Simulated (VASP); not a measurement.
A run of VASP 6.6.1 is set up as follows.

Contents of INCAR:

```
SYSTEM = Si2P3
PREC = Accurate ; ENCUT = 520
EDIFF = 1E-7 ; ISMEAR = 0
SIGMA = 0.1 ; LREAL = .False.
LASPH = .True. ; NELM = 80
ALGO = Normal ; ISIF = 2
LWAVE = .False. ; LCHARG = .True.
GGA = PE ; LELF = .True.
LVHAR = .True. ; NBANDS = 20
```

The input KPOINTS:

```
Automatic mesh
0
Gamma
  6 6 4
  0 0 0
```

The input POSCAR:

```
Si2P3
1.0
    4.2137979996      0.0000000000      0.0000000000
   -2.1068989998      3.6492561140      0.0000000000
    0.0000000000      0.0000000000      5.0877724875
Si P
2 3
Direct
    0.3333333333      0.6666666667      0.1380000000
    0.6666666667      0.3333333333      0.8620000000
    0.0000000000      0.0000000000      0.0000000000
    0.3333333333      0.6666666667      0.6250000000
    0.6666666667      0.3333333333      0.3750000000
```

Potentials or basis: VASP PAW PBE potentials, release 64 (Si, P).

Command:

```bash
$ cat potpaw_PBE.64/Si/POTCAR potpaw_PBE.64/P/POTCAR > POTCAR
$ mpirun -np 1 vasp_std > vasp.out
```

Task: What does it give for the pressure?

Result: 0.8 GPa.

Task: What does it give for the largest force?

Result: 0.950 eV/Å.

Stress tensor (GPa, compression positive):
```
0.40 0.00 0.00
0.00 0.40 0.00
0.00 0.00 1.62
```
